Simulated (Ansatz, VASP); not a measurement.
**Two plane-wave programs on TaN**

```
CELL_PARAMETERS angstrom
0.00000 2.18741 2.18741
2.18741 0.00000 2.18741
2.18741 2.18741 0.00000
ATOMIC_POSITIONS crystal
Ta 0.00000 0.00000 0.00000
N 0.50000 0.50000 0.50000
```

Alike in both runs: functional PBEsol; k mesh 16 × 16 × 16; occupations gaussian, width 0.1 eV; no spin polarisation.

Ansatz relaxed the structure, and its values are those at the end. VASP's run is a single point on that final structure, the one shown.

```csv
,VASP,Ansatz
version,VASP 6.6.1,Ansatz 0.2.0
potentials or method,"VASP PAW PBE potentials, release 64 (Ta_pv, N), cutoff 600 eV","scalar-relativistic, plane waves, PAW"
valence electrons in the cell,16,18
```

```tsv
	VASP	Ansatz	Ansatz less VASP
gap on the k mesh at the Fermi level (eV)	none	none	-
pressure (GPa)	1.1	0.0	-1.13
```

VASP's potentials were made for PBE, not for PBEsol, and Ansatz warns of the same on its side. A gap of «none» marks a metal or a gap that the smearing closes. VASP's potentials hold 16 valence electrons a cell and Ansatz's 18, so a difference there can come from the potentials and not from the codes.

Spin-orbit coupling is off throughout.
